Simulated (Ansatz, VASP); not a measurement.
BaTiO3: VASP beside Ansatz

```
Ba Ti O
1.0
     2.82442    1.63068    2.30631
    -2.82442    1.63068    2.30631
     0.00000   -3.26136    2.30631
Ba Ti O
1 1 3
Direct
  0.00015 0.00015 0.00015
  0.50015 0.50015 0.50015
  0.50015 0.00015 0.50015
  0.50015 0.50015 0.00015
  0.00015 0.50015 0.50015
```

Alike in both runs: functional r2SCAN; k mesh 9 × 9 × 9; occupations gaussian, width 0.02 eV; no spin polarisation.

Ansatz relaxed the structure, and its values are those at the end. VASP's run is a single point on that final structure, the one shown.

|  | VASP | Ansatz |
| --- | --- | --- |
| version | VASP 6.6.1 | Ansatz 0.2.0 |
| potentials or method | VASP PAW PBE potentials, release 64 (Ba_sv, Ti_sv, O), cutoff 660 eV | scalar-relativistic, plane waves, PAW |
| valence electrons in the cell | 40 | 40 |

```csv
,VASP,Ansatz,Ansatz less VASP
gap on the k mesh at the Fermi level (eV),2.19,2.22,+0.028
least direct gap on the mesh (eV),2.30,2.28,-0.022
pressure (GPa),1.7,0.0,-1.75
```

VASP's potentials were made for PBE, not for r2SCAN.

Spin-orbit coupling is off throughout.
